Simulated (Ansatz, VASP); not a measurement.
**GaAs in VASP and in Ansatz**

```
Ga As
1.0
     0.00000    2.68551    2.68551
     2.68551    0.00000    2.68551
     2.68551    2.68551    0.00000
Ga As
1 1
Direct
  0.00000 0.00000 0.00000
  0.75000 0.75000 0.75000
```

Change from the starting cell: strain -0.050 along x and y, -0.050 along z, atoms carried along.

Alike in both runs: task single point; functional r2SCAN; k mesh 8 × 8 × 8; occupations gaussian, width 0.05 eV; no spin polarisation.

```csv
,VASP,Ansatz
version,VASP 6.6.1,Ansatz 0.2.0
potentials or method,"VASP PAW PBE potentials, release 64 (Ga_d, As), cutoff 520 eV","scalar-relativistic, plane waves, PAW"
valence electrons in the cell,18,28
```

VASP gave:

| Property | Result |
| --- | --- |
| gap on the k mesh at the Fermi level (eV) | 1.43 |
| least direct gap on the mesh (eV) | 2.29 |
| pressure (GPa) | 17.0 |

**Question.** What did Ansatz give for the same quantities?

**Answer.** gap on the k mesh at the Fermi level (eV): 1.44; least direct gap on the mesh (eV): 2.31; pressure (GPa): 16.7.

VASP's potentials were made for PBE, not for r2SCAN. VASP's potentials hold 18 valence electrons a cell and Ansatz's 28, so a difference there can come from the potentials and not from the codes.
